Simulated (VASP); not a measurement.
# Ni (P6_3/mmc) in VASP: notebook, part 2 of 2

VASP 6.6.1. The steps go on from the part before.

### Step 3. Single point, RPBE+D3(BJ), collinear spin, ferromagnetic start

This run uses another cell than the first one, of 9.61 Å³/atom.

The input, INCAR:

```
SYSTEM = Ni
PREC = Accurate
ENCUT = 690
EDIFF = 1E-6
ISMEAR = -1
SIGMA = 0.05
LREAL = .False.
LASPH = .True.
NELM = 200
ALGO = Normal
ISIF = 2
LWAVE = .False.
LCHARG = .False.
ISPIN = 2
MAGMOM = 1 1
LORBIT = 11
LMAXMIX = 4
GGA = RP
IVDW = 12
NBANDS = 29
GGA_COMPAT = .False.
```

The input, KPOINTS:

```
regular mesh
0
Gamma
  12 12 7
  0 0 0
```

The input, POSCAR:

```
Ni
1.0
    2.3838933219      0.0000000000      0.0000000000
   -1.1919466610      2.0645121767      0.0000000000
    0.0000000000      0.0000000000      3.9059770852
Ni
2
Direct
    0.6666666667      0.3333333333      0.7500000000
    0.3333333333      0.6666666667      0.2500000000
```

Potentials or basis: VASP PAW PBE potentials, release 64 (Ni_sv_GW).

Started as:

```console
> cat potpaw_PBE.64/Ni_sv_GW/POTCAR > POTCAR
> mpirun -np 1 vasp_std > vasp.out
```

OUTCAR:

```text
SYSTEM = Ni
   PREC = Accurate
   ENCUT = 690
   EDIFF = 1E-6
   ISMEAR = -1
   LREAL = .False.
   LASPH = .True.
   NELM = 200
   ISIF = 2
   ISPIN = 2
   LORBIT = 11
   GGA = RP
   IVDW = 12
 IVDW          = 12

 ion  position               nearest neighbor table
   1  0.667  0.333  0.750-   2 2.39   2 2.39   2 2.39   2 2.39   2 2.39   2 2.39
   2  0.333  0.667  0.250-   1 2.39   1 2.39   1 2.39   1 2.39   1 2.39   1 2.39

  LATTYP: Found a hexagonal cell.
 ALAT       =     2.3838933219
 C/A-ratio  =     1.6384865251

  Lattice vectors:

 A1 = (   2.3838933219,   0.0000000000,   0.0000000000)
 A2 = (  -1.1919466610,   2.0645121767,   0.0000000000)
 A3 = (   0.0000000000,   0.0000000000,   3.9059770852)

Analysis of symmetry for initial positions (statically):
=====================================================================
 Subroutine PRICEL returns:
 Original cell was already a primitive cell.

 Routine SETGRP: Setting up the symmetry group for a
 hexagonal supercell.

 Subroutine GETGRP returns: Found 24 space group operations
 (whereof 12 operations were pure point group operations)
 out of a pool of 24 trial point group operations.

The static configuration has the point symmetry D_3d.
 The point group associated with its full space group is D_6h.

Analysis of symmetry for dynamics (positions and initial velocities):
=====================================================================
 Subroutine PRICEL returns:
 Original cell was already a primitive cell.

 Routine SETGRP: Setting up the symmetry group for a
 hexagonal supercell.

 Subroutine GETGRP returns: Found 24 space group operations
 (whereof 12 operations were pure point group operations)
 out of a pool of 24 trial point group operations.

The dynamic configuration has the point symmetry D_3d.
 The point group associated with its full space group is D_6h.

[... 154 lines left out ...]
  ext. energy  EPLUGINS =         0.00000000
  ---------------------------------------------------
  free energy    TOTEN  =       -11.32944421 eV

  energy without entropy =      -11.29720413  energy(sigma->0) =      -11.31332417

 E-fermi :   9.6827     XC(G=0): -14.5280

 val. band max:        9.6692737691   @ k =   0.2500   0.1667   0.1429
 cond. band min:       9.6875579851   @ k =   0.2500   0.2500   0.0000
 fundamental gap:      0.0182842161
 Fermi energy:         9.6826657593

 spin component 1

 k-point     1 :       0.0000    0.0000    0.0000
  band No.  band energies     occupation
      1     -94.3967      1.00000
      2     -94.3397      1.00000
      3     -54.8318      1.00000
      4     -54.5629      1.00000
      5     -54.5629      1.00000
      6     -54.5159      1.00000
[... 757 lines left out ...]
     28      36.1268      0.00000
     29      39.8482      0.00000

 [... further k-points ...]

 spin component 2

 k-point     1 :       0.0000    0.0000    0.0000
  band No.  band energies     occupation
      1     -93.5741      1.00000
      2     -93.5154      1.00000
      3     -54.0427      1.00000
      4     -53.7511      1.00000
      5     -53.7511      1.00000
      6     -53.7026      1.00000
[... 757 lines left out ...]
     28      36.2103      0.00000
     29      39.8602      0.00000

 [... further k-points ...]

------------------------ aborting loop because EDIFF is reached ----------------------------------------

 Edisp (eV)   -5.17832

 E8    (eV) :    -3.3106

  FORCE on cell =-STRESS in cart. coord.  units (eV):
  Direction    XX          YY          ZZ          XY          YZ          ZX
  --------------------------------------------------------------------------------------
  -------------------------------------------------------------------------------------
  Total      -0.13949    -0.13949    -0.13374     0.00000    -0.00000     0.00000
  in kB     -11.62602   -11.62602   -11.14682     0.00000    -0.00000     0.00000
  external pressure =      -11.47 kB  Pullay stress =        0.00 kB

 VOLUME and BASIS-vectors are now :
 -----------------------------------------------------------------------------
  energy-cutoff  :      690.00
  volume of cell :       19.22
      direct lattice vectors                 reciprocal lattice vectors
     2.383893322  0.000000000  0.000000000     0.419481858  0.242187964  0.000000000
    -1.191946661  2.064512177  0.000000000     0.000000000  0.484375927  0.000000000
     0.000000000  0.000000000  3.905977085     0.000000000  0.000000000  0.256017887

 POSITION                                       TOTAL-FORCE (eV/Angst)
 -----------------------------------------------------------------------------------
      1.19195      0.68817      2.92948         0.000000     -0.000000      0.000000
     -0.00000      1.37634      0.97649        -0.000000      0.000000      0.000000
 -----------------------------------------------------------------------------------
    total drift:                               -0.000000      0.000000     -0.000000

  FREE ENERGIE OF THE ION-ELECTRON SYSTEM (eV)
  ---------------------------------------------------
  free  energy   TOTEN  =       -16.5077677762 eV

  energy  without entropy=      -16.4755277007  energy(sigma->0) =      -16.49164774

 total charge

# of ion       s       p       d       f       tot
--------------------------------------------------
    1        2.264   6.367   7.835   0.008  16.474
    2        2.264   6.367   7.835   0.008  16.474
--------------------------------------------------
tot          4.528  12.735  15.670   0.016  32.949

 magnetization (x)

# of ion       s       p       d       f       tot
--------------------------------------------------
    1       -0.001  -0.017   0.668  -0.000   0.650
    2       -0.001  -0.017   0.668  -0.000   0.650
--------------------------------------------------
tot         -0.001  -0.034   1.336  -0.000   1.300
```

OSZICAR:

```text
N       E                     dE             d eps       ncg     rms          rms(c)
DAV:   1     0.623410655878E+03    0.62341E+03   -0.23056E+04 13414   0.568E+03
DAV:   2     0.389496827586E+02   -0.58446E+03   -0.55556E+03 15672   0.132E+03
DAV:   3    -0.140869117837E+02   -0.53037E+02   -0.51943E+02 17464   0.516E+02
DAV:   4    -0.155878761152E+02   -0.15010E+01   -0.15004E+01 16830   0.526E+01
DAV:   5    -0.156356809865E+02   -0.47805E-01   -0.47803E-01 13911   0.774E+00    0.192E+01
DAV:   6    -0.129008380359E+02    0.27348E+01   -0.20864E+01 10688   0.344E+02    0.104E+01
DAV:   7    -0.113992831935E+02    0.15016E+01   -0.62947E+00 11313   0.165E+02    0.354E+00
DAV:   8    -0.113294094872E+02    0.69874E-01   -0.34283E-01 17419   0.163E+01    0.850E-01
DAV:   9    -0.113290233307E+02    0.38616E-03   -0.65137E-03 15233   0.180E+00    0.224E-01
DAV:  10    -0.113293538777E+02   -0.33055E-03   -0.55575E-04 17224   0.862E-01    0.142E-01
DAV:  11    -0.113294435857E+02   -0.89708E-04   -0.46705E-05 15131   0.200E-01    0.315E-02
DAV:  12    -0.113294418673E+02    0.17183E-05   -0.19451E-05 13961   0.171E-01    0.125E-02
DAV:  13    -0.113294439140E+02   -0.20466E-05   -0.10517E-06  7962   0.564E-02    0.322E-03
DAV:  14    -0.113294442085E+02   -0.29453E-06   -0.61324E-07  6935   0.367E-02
   1 F= -.16507768E+02 E0= -.16491648E+02  d E =-.322401E-01  mag=     1.2300
```

stdout:

```text
POSCAR found type information on POSCAR Ni
 POSCAR found :  1 types and       2 ions
 scaLAPACK will be used
 -----------------------------------------------------------------------------
|                                                                             |
|                                                                             |
|     You enforced a specific xc type in the INCAR file but a different       |
|     I HOPE YOU KNOW WHAT YOU ARE DOING!                                     |
|                                                                             |
 -----------------------------------------------------------------------------

 LDA part: xc-table for (Slater+PW92), standard interpolation
 POSCAR, INCAR and KPOINTS ok, starting setup
 FFT: planning ... GRIDC
 FFT: planning ... GRID_SOFT
 FFT: planning ... GRID
 WAVECAR not read
 entering main loop
```

Run time: 63 s. Hardware: 1 thread of Intel Xeon 6975P-C (Granite Rapids), shared host; peak memory 0.24 GiB.

What came out:

```
Free energy                                           : -16.5078 eV
Pressure                                              : -1.1 GPa
Net moment                                            : 1.23 μB per cell
Site moments                                          : Ni +0.65 μB
Valence electrons inside the program's atomic spheres : Ni 16.47
Dispersion energy per atom                            : -2.589 eV
```

Caveat: the dispersion term is far too large for a dense solid, which distorts pressure and volume; the PAW data sets were made with another functional, which shifts forces and pressure a little.

### Step 4. Single point, RPBE, collinear spin, ferromagnetic start

This run uses another cell than the first one, of 11.26 Å³/atom.

The input, INCAR:

```
  PREC = Accurate
  ENCUT = 690
  EDIFF = 1E-6
  ISMEAR = -1
  SIGMA = 0.05
  LREAL = False
  LASPH = True
  NELM = 200
  ALGO = Normal
  ISIF = 2
  LWAVE = False
  LCHARG = True
  ISPIN = 2
  MAGMOM = 1 1
  LORBIT = 11
  LMAXMIX = 4
  GGA = RP
  LELF = True
  LVHAR = True
  NBANDS = 29
  GGA_COMPAT = False
```

The input, KPOINTS:

```
regular mesh
0
Gamma
  12 12 7
```

The input, POSCAR:

```
Ni
1.0
    2.5132446848      0.0000000000      0.0000000000
   -1.2566223424      2.1765337430      0.0000000000
    0.0000000000      0.0000000000      4.1162340324
Ni
2
Direct
    0.6666666667      0.3333333333      0.7500000000
    0.3333333333      0.6666666667      0.2500000000
```

Potentials or basis: VASP PAW PBE potentials, release 64 (Ni_sv_GW).

Started as:

```console
> cat potpaw_PBE.64/Ni_sv_GW/POTCAR > POTCAR
> mpirun -np 1 vasp_std > vasp.out
```

OUTCAR:

```text
PREC = Accurate
   ENCUT = 690
   EDIFF = 1E-6
   ISMEAR = -1
   LREAL = False
   LASPH = True
   NELM = 200
   ISIF = 2
   ISPIN = 2
   LORBIT = 11
   GGA = RP

 ion  position               nearest neighbor table
   1  0.667  0.333  0.750-   2 2.52   2 2.52   2 2.52   2 2.52   2 2.52   2 2.52
   2  0.333  0.667  0.250-   1 2.52   1 2.52   1 2.52   1 2.52   1 2.52   1 2.52

  LATTYP: Found a hexagonal cell.
 ALAT       =     2.5132446848
 C/A-ratio  =     1.6378166668

  Lattice vectors:

 A1 = (   2.5132446848,   0.0000000000,   0.0000000000)
 A2 = (  -1.2566223424,   2.1765337430,   0.0000000000)
 A3 = (   0.0000000000,   0.0000000000,   4.1162340324)

Analysis of symmetry for initial positions (statically):
=====================================================================
 Subroutine PRICEL returns:
 Original cell was already a primitive cell.

 Routine SETGRP: Setting up the symmetry group for a
 hexagonal supercell.

 Subroutine GETGRP returns: Found 24 space group operations
[... 964 lines left out ...]
  band No.  band energies     occupation
      1     -95.3080      1.00000
      2     -95.2791      1.00000
      3     -55.7120      1.00000
      4     -55.5484      1.00000
      5     -55.5484      1.00000
      6     -55.5198      1.00000
[... 757 lines left out ...]
     28      31.4470      0.00000
     29      34.9020      0.00000

 [... further k-points ...]
[... 5 lines left out ...]
  --------------------------------------------------------------------------------------
  -------------------------------------------------------------------------------------
  Total       -0.1428061     -0.1428061     -0.1377980      0.0000000     -0.0000000      0.0000000
  in kB      -10.1614808    -10.1614808     -9.8051313      0.0000000     -0.0000000      0.0000000
  external PRESSURE =     -10.0426976 kB  Pullay stress =       0.0000000 kB

 VOLUME and BASIS-vectors are now :
 -----------------------------------------------------------------------------
  energy-cutoff  :      690.00
  volume of cell :       22.52
      direct lattice vectors                 reciprocal lattice vectors
     2.513244685  0.000000000  0.000000000     0.397892018  0.229723064  0.000000000
    -1.256622342  2.176533743  0.000000000     0.000000000  0.459446128  0.000000000
     0.000000000  0.000000000  4.116234032     0.000000000  0.000000000  0.242940511

 POSITION                                       TOTAL-FORCE (eV/Angst)
 -----------------------------------------------------------------------------------
      1.25662      0.72551      3.08718        -0.000000      0.000000      0.000000
     -0.00000      1.45102      1.02906         0.000000     -0.000000     -0.000000
 -----------------------------------------------------------------------------------
    total drift:                               -0.000000      0.000000     -0.000000

  FREE ENERGIE OF THE ION-ELECTRON SYSTEM (eV)
  ---------------------------------------------------
  free  energy   TOTEN  =       -11.7012684899 eV

  energy  without entropy=      -11.6645558117  energy(sigma->0) =      -11.68291215

 total charge

# of ion       s       p       d       f       tot
--------------------------------------------------
    1        2.232   6.272   7.804   0.004  16.312
    2        2.232   6.272   7.804   0.004  16.312
--------------------------------------------------
tot          4.465  12.543  15.607   0.009  32.624

 magnetization (x)

# of ion       s       p       d       f       tot
--------------------------------------------------
    1       -0.000  -0.016   0.742  -0.000   0.725
    2       -0.000  -0.016   0.742  -0.000   0.725
--------------------------------------------------
tot         -0.001  -0.033   1.484  -0.000   1.450
```

Run time: 69 s. Hardware: 1 thread of Intel Xeon 6975P-C (Granite Rapids), shared host; peak memory 0.26 GiB.

What came out:

* Free energy: -11.7013 eV
* Pressure: -1.0 GPa
* Net moment: 1.36 μB per cell
* Site moments: Ni +0.72 μB
* Valence electrons inside the program's atomic spheres: Ni 16.31

Levels at points of the mesh, in eV from the Fermi level:
Spin up:
| k point | band 15 | band 16 | band 17 | band 18 | band 19 | band 20 | band 21 | band 22 | band 23 | band 24 |
| --- | --- | --- | --- | --- | --- | --- | --- | --- | --- | --- |
| (0.00, 0.00, 0.00) | -2.09 | -1.69 | -1.69 | -0.79 | -0.79 | -0.39 | 5.30 | 22.04 | 23.73 | 23.73 |
| (0.50, 0.00, 0.00) | -2.06 | -0.71 | -0.62 | -0.59 | 1.02 | 2.81 | 9.01 | 9.50 | 11.98 | 12.78 |
Spin down:
```
           k point  band 14  band 15  band 16  band 17  band 18  band 19  band 20  band 21
(0.00, 0.00, 0.00)    -1.31    -1.31    -0.95    -0.95    -0.49    -0.01    -0.01     5.73
(0.50, 0.00, 0.00)    -1.67    -1.31     0.15     0.17     0.28     1.54     3.23     9.10
```

Caveat: the PAW data sets were made with another functional, which shifts forces and pressure a little.

### Step 5. The runs side by side

```csv
level,cell,smearing,gap on the mesh (eV),pressure (GPa),moment (μB)
PBE,"a = 2.448, b = 2.448, c = 4.073 Å, angles 90.0, 90.0, 120.0°, 2 atoms",gaussian 0.017 eV,none,6.3,1.35
RPBE+D3(BJ),"a = 2.384, b = 2.384, c = 3.906 Å, angles 90.0, 90.0, 120.0°, 2 atoms",fermi-dirac 0.05 eV,none,-1.1,1.23
RPBE,"a = 2.513, b = 2.513, c = 4.116 Å, angles 90.0, 90.0, 120.0°, 2 atoms",fermi-dirac 0.05 eV,none,-1.0,1.36
```

Alike in all rows: task single point; potentials or basis VASP PAW PBE potentials, release 64 (Ni_sv_GW); spin collinear, ferromagnetic start; k mesh 12 × 12 × 7; cutoff (eV) 690.

Caveats: the PAW data sets were made with another functional, which shifts forces and pressure a little (at least some runs); the cell stands under pressure (at least some runs); the dispersion term is far too large for a dense solid, which distorts pressure and volume (at least some runs).

Absolute energies hang on the potentials; compare differences alone.
